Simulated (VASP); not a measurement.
Set up this calculation in VASP 6.6.1, as the native input.

* Task: single point
* Functional: PBE
* Potentials or basis: VASP PAW PBE potentials, release 64 (Mo_sv, Se)
* Cutoff: 520 eV
* k mesh: 8 × 8 × 8
* Occupations: fermi-dirac, width 0.05 eV
* Spin: no spin polarisation
* Dipole correction: no
* Further INCAR settings: ALGO = Normal; EDIFF = 1e-06; NBANDS = 17

The structure of MoSe lies in POSCAR:

```
MoSe
1.0
    0.0000000000      2.9309480797      2.9309480797
    2.9309480797      0.0000000000      2.9309480797
    2.9309480797      2.9309480797      0.0000000000
Mo Se
1 1
Direct
    0.0000000000      0.0000000000      0.0000000000
    0.5000000000      0.5000000000      0.5000000000
```

This cell differs from its parent crystal: volume scaled by 1.04.

These files were run (other wordings do the same):

INCAR

```
SYSTEM = MoSe
PREC = Accurate
ENCUT = 520
EDIFF = 1E-6
ISMEAR = -1
SIGMA = 0.05
LREAL = .False.
LASPH = .True.
NELM = 80
ALGO = Normal
ISIF = 2
LWAVE = .False.
LCHARG = .True.
GGA = PE
LELF = .True.
LVHAR = .True.
NBANDS = 17
```

KPOINTS

```
Automatic mesh
0
Gamma
  8 8 8
  0 0 0
```

Potentials or basis: VASP PAW PBE potentials, release 64 (Mo_sv, Se).

Run with:

```console
$ cat potpaw_PBE.64/Mo_sv/POTCAR potpaw_PBE.64/Se/POTCAR > POTCAR
$ mpirun -np 1 vasp_std > vasp.out
```

It gave:

```
Pressure               : -20.8 GPa
Band gap on the k mesh : zero (band 10 reaches 5.59 eV, above the bottom of band 11 at 4.47 eV)
```

Wall time 11 s on 1 thread of Intel(R) Xeon(R) Platinum 8488C (Sapphire Rapids) (shared host), peak memory 0.18 GiB.
